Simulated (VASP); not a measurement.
# Ca3SiSe (P6/mmm) in VASP: a series of runs, part 2 of 3

VASP 6.6.1. Earlier steps stand in the parts before.

### 3 Single point, PBE

This run uses another cell than the first one, of 37.24 Å³/atom, 1.606 times its volume.

The input, INCAR:

```
SYSTEM = Ca3SiSe
ALGO = Normal
EDIFF = 1E-6
ENCUT = 520
GGA = PE
ISIF = 2
ISMEAR = 0
LASPH = .TRUE.
LCHARG = .TRUE.
LELF = .TRUE.
LREAL = .FALSE.
LVHAR = .TRUE.
LWAVE = .FALSE.
NBANDS = 51
NELM = 100
PREC = Accurate
SIGMA = 0.1
```

The input, KPOINTS:

```
k-points
0
G
  3 3 2
  0 0 0
```

The input, POSCAR:

```
Ca3SiSe
1.0
    6.7160226483      0.0000000034      0.0000000000
   -3.3580113270      5.8162462241      0.0000000000
    0.0000000000      0.0000000000      9.5342046693
Ca Si Se
6 2 2
Direct
    0.5000000000      0.0000000000      0.0000000000
    0.0000000000      0.5000000000      0.0000000000
    0.5000000000      0.5000000000      0.0000000000
    0.5000000000      0.0000000000      0.5000000000
    0.0000000000      0.5000000000      0.5000000000
    0.5000000000      0.5000000000      0.5000000000
    0.0000000000      0.0000000000      0.7499958332
    0.0000000000      0.0000000000      0.2500041668
    0.0000000000      0.0000000000      0.5000000000
    0.0000000000      0.0000000000      0.0000000000
```

Potentials or basis: VASP PAW PBE potentials, release 64 (Ca_sv, Si, Se).

The run is started by

```sh
cat potpaw_PBE.64/Ca_sv/POTCAR potpaw_PBE.64/Si/POTCAR potpaw_PBE.64/Se/POTCAR > POTCAR
mpirun -np 1 vasp_std > vasp.out
```

OUTCAR:

```text
SYSTEM = Ca3SiSe
   EDIFF = 1E-6
   ENCUT = 520
   GGA = PE
   ISIF = 2
   ISMEAR = 0
   LASPH = .TRUE.
   LREAL = .FALSE.
   NELM = 100
   PREC = Accurate

 ion  position               nearest neighbor table
   1  0.500  0.000  0.000-
   2  0.000  0.500  0.000-
   3  0.500  0.500  0.000-
   4  0.500  0.000  0.500-
   5  0.000  0.500  0.500-
   6  0.500  0.500  0.500-
   7  0.000  0.000  0.750-   9 2.38  10 2.38
   8  0.000  0.000  0.250-   9 2.38  10 2.38
   9  0.000  0.000  0.500-   7 2.38   8 2.38
  10  0.000  0.000  0.000-   7 2.38   8 2.38

  LATTYP: Found a hexagonal cell.
 ALAT       =     6.7160226483
 C/A-ratio  =     1.4196206845

  Lattice vectors:

 A1 = (   6.7160226483,   0.0000000034,   0.0000000000)
 A2 = (  -3.3580113270,   5.8162462241,   0.0000000000)
 A3 = (   0.0000000000,   0.0000000000,   9.5342046693)

Analysis of symmetry for initial positions (statically):
=====================================================================
[... 178 lines left out ...]
  band No.  band energies     occupation
      1     -39.9454      2.00000
      2     -39.9451      2.00000
      3     -39.8991      2.00000
      4     -39.8991      2.00000
      5     -39.8989      2.00000
      6     -39.8989      2.00000
[... 313 lines left out ...]
     50       3.6173      0.00000
     51       4.4411      0.00000

------------------------ aborting loop because EDIFF is reached ----------------------------------------

  FORCE on cell =-STRESS in cart. coord.  units (eV):
  Direction    XX          YY          ZZ          XY          YZ          ZX
  --------------------------------------------------------------------------------------
  -------------------------------------------------------------------------------------
  Total        0.2029914      0.2029914      0.1331408      0.0000000      0.0000000      0.0000000
  in kB        0.8732704      0.8732704      0.5727725      0.0000000      0.0000000      0.0000000
  external PRESSURE =       0.7731044 kB  Pullay stress =       0.0000000 kB

 VOLUME and BASIS-vectors are now :
 -----------------------------------------------------------------------------
  energy-cutoff  :      520.00
  volume of cell :      372.43
      direct lattice vectors                 reciprocal lattice vectors
     6.716022648  0.000000003  0.000000000     0.148897651  0.085966099  0.000000000
    -3.358011327  5.816246224  0.000000000    -0.000000000  0.171932198  0.000000000
     0.000000000  0.000000000  9.534204669     0.000000000  0.000000000  0.104885518

 POSITION                                       TOTAL-FORCE (eV/Angst)
 -----------------------------------------------------------------------------------
      3.35801      0.00000      0.00000        -0.000000      0.000000      0.000000
     -1.67901      2.90812      0.00000        -0.000000      0.000000      0.000000
      1.67901      2.90812      0.00000         0.000000      0.000000      0.000000
      3.35801      0.00000      4.76710        -0.000000      0.000000      0.000000
     -1.67901      2.90812      4.76710        -0.000000      0.000000      0.000000
      1.67901      2.90812      4.76710         0.000000      0.000000      0.000000
      0.00000      0.00000      7.15061        -0.000000      0.000000      0.000537
      0.00000      0.00000      2.38359         0.000000     -0.000000     -0.000537
      0.00000      0.00000      4.76710        -0.000000      0.000000      0.000000
      0.00000      0.00000      0.00000        -0.000000      0.000000      0.000000
 -----------------------------------------------------------------------------------
    total drift:                               -0.000000      0.000000     -0.000000

  FREE ENERGIE OF THE ION-ELECTRON SYSTEM (eV)
  ---------------------------------------------------
  free  energy   TOTEN  =       -27.0869588313 eV

  energy  without entropy=      -27.0411409908  energy(sigma->0) =      -27.06404991
```

stdout:

```text
POSCAR found type information on POSCAR CaSiSe
 POSCAR found :  3 types and      10 ions
 scaLAPACK will be used
 LDA part: xc-table for (Slater+PW92), standard interpolation
 POSCAR, INCAR and KPOINTS ok, starting setup
 FFT: planning ... GRIDC
 FFT: planning ... GRID_SOFT
 FFT: planning ... GRID
 WAVECAR not read
 entering main loop
```

Wall time 1.8 min (1 thread of Intel Xeon Platinum 8488C (Sapphire Rapids), shared host); peak memory 0.46 GiB.

Results:

```
Free energy            : -27.0870 eV
Pressure               : 0.1 GPa
Band gap on the k mesh : zero (band 40 reaches 2.90 eV, above the bottom of band 41 at 2.15 eV)
```

Caveat: the k points lie up to 0.36 Å⁻¹ apart.

(Part 2 of 3 ends here.)
